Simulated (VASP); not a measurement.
Wanted: the native input for a VASP 6.6.1 run.

- Task: relaxation of cell and atoms
- Functional: PBE
- Potentials or basis: VASP PAW PBE potentials, release 64 (Mg, Cd, O)
- Cutoff: 600 eV
- k mesh: 8 × 8 × 8
- Occupations: gaussian, width 0.1 eV
- Spin: no spin polarisation
- Dipole correction: no
- Further INCAR settings: ALGO = Normal; EDIFF = 1e-06; IBRION = 2; EDIFFG = -0.01; NSW = 100; ISIF = 3

The structure of MgCd3O4 lies in POSCAR:

```
MgCd3O4
1.0
    4.6810743306      0.0000000000      0.0000000000
    0.0000000000      4.6810743306      0.0000000000
    0.0000000000      0.0000000000      4.6810743306
Mg Cd O
1 3 4
Direct
    0.5000000000      0.5000000000      0.5000000000
    0.5000000000      0.0000000000      0.0000000000
    0.0000000000      0.0000000000      0.5000000000
    0.0000000000      0.5000000000      0.0000000000
    0.0000000000      0.5000000000      0.5000000000
    0.5000000000      0.5000000000      0.0000000000
    0.0000000000      0.0000000000      0.0000000000
    0.5000000000      0.0000000000      0.5000000000
```

The input as run:

INCAR

```
  PREC = Accurate
  ENCUT = 600
  EDIFF = 1E-6
  ISMEAR = 0
  SIGMA = 0.1
  LREAL = False
  LASPH = True
  NELM = 80
  ALGO = Normal
  ISIF = 3
  LWAVE = False
  LCHARG = False
  GGA = PE
  IBRION = 2
  NSW = 100
  EDIFFG = -0.01
```

KPOINTS

```
regular mesh
0
Gamma
  8 8 8
```

Potentials or basis: VASP PAW PBE potentials, release 64 (Mg, Cd, O).

Command:

```sh
$ cat potpaw_PBE.64/Mg/POTCAR potpaw_PBE.64/Cd/POTCAR potpaw_PBE.64/O/POTCAR > POTCAR
$ mpirun -np 1 vasp_std > vasp.out
```

It gave:

| Quantity | Value |
| --- | --- |
| Relaxed volume | 12.89 Å³/atom |
| Relaxed cell | a = 4.690 Å, b = 4.690 Å, c = 4.690 Å, α = 90.00°, β = 90.00°, γ = 90.00° |
| Space group after relaxing (to 0.1 Å) | Pm-3m (No. 221) |
| Energy gained by relaxing | 0.2 meV/atom |
| Ionic steps | 3 |
| Pressure after relaxing | 0.0 GPa |
| Band gap on the k mesh | zero (bands 31 and 32 overlap by 0.17 eV) |

Caveat: semilocal functionals underestimate gaps, so a narrow gap can read as zero.

Wall time 3.9 min on 1 thread of Intel(R) Xeon(R) Platinum 8488C (Sapphire Rapids) (shared host), peak memory 0.34 GiB.
